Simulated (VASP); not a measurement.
A run of VASP 6.6.1:

INCAR

```
ALGO = Normal
EDIFF = 1E-6
ENCUT = 500
GGA = PS
GGA_COMPAT = F
ISIF = 2
ISMEAR = 0
LASPH = T
LCHARG = T
LELF = T
LREAL = F
LVHAR = T
LWAVE = F
NBANDS = 28
NELM = 120
PREC = Accurate
SIGMA = 0.01
```

Contents of KPOINTS:

```
k-points
0
Gamma
  4 4 4
```

The input POSCAR:

```
SnSe
1.0
    4.2193393516      0.0000000000      0.0000000000
    0.0000000000      4.2193393516      0.0000000000
    0.0000000000      0.0000000000      5.9930255593
Sn Se
2 2
Direct
    0.5000000000      0.0000000000      0.2500915766
    0.0000000000      0.5000000000      0.7499084234
    0.5000000000      0.0000000000      0.7498972969
    0.0000000000      0.5000000000      0.2501027031
```

Potentials or basis: VASP PAW PBE potentials, release 64 (Sn_d, Se).

Launch:

```sh
$ cat potpaw_PBE.64/Sn_d/POTCAR potpaw_PBE.64/Se/POTCAR > POTCAR
$ mpirun -np 1 vasp_std > vasp.out
```

Hardware: 1 thread of Intel(R) Xeon(R) Platinum 8375C CPU @ 2.90GHz (Ice Lake), on a shared host.

Estimate the wall time of this run.

It took 32 s on 1 thread of Intel(R) Xeon(R) Platinum 8375C CPU @ 2.90GHz (Ice Lake), on a shared host, peak memory 0.22 GiB. Counts: scf iterations 12, k points 18.
